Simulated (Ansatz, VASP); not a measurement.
## One calculation of Se, two programs

```
Se
1.0
     3.64690    0.00000    0.00000
    -1.82345    3.15831    0.00000
     0.00000    0.00000    7.15212
Se
4
Direct
  0.00000 0.00000 0.00000
  0.00000 0.00000 0.50000
  0.33333 0.66667 0.25000
  0.66667 0.33333 0.75000
```

Alike in both runs: task single point; functional PBEsol; k mesh 11 × 11 × 5; occupations fermi-dirac, width 0.1 eV; no spin polarisation.

|  | VASP | Ansatz |
| --- | --- | --- |
| version | VASP 6.6.1 | Ansatz 0.2.0 |
| potentials or method | VASP PAW PBE potentials, release 64 (Se), cutoff 520 eV | plane waves (420 eV) with PAW, scalar-relativistic |
| valence electrons in the cell | 24 | 64 |

VASP gave:

| Item | Value |
| --- | --- |
| pressure (GPa) | 3.8 |
| traceless stress, the component that is largest in VASP (GPa) | 1.46 |

Task: Estimate Ansatz's values.

Result: Pressure (GPa): 3.6; traceless stress, the component that is largest in VASP (GPa): 1.42.

VASP's potentials were made for PBE, not for PBEsol, and Ansatz warns of the same on its side. VASP's potentials hold 24 valence electrons a cell and Ansatz's 64, so a difference there can come from the potentials and not from the codes.
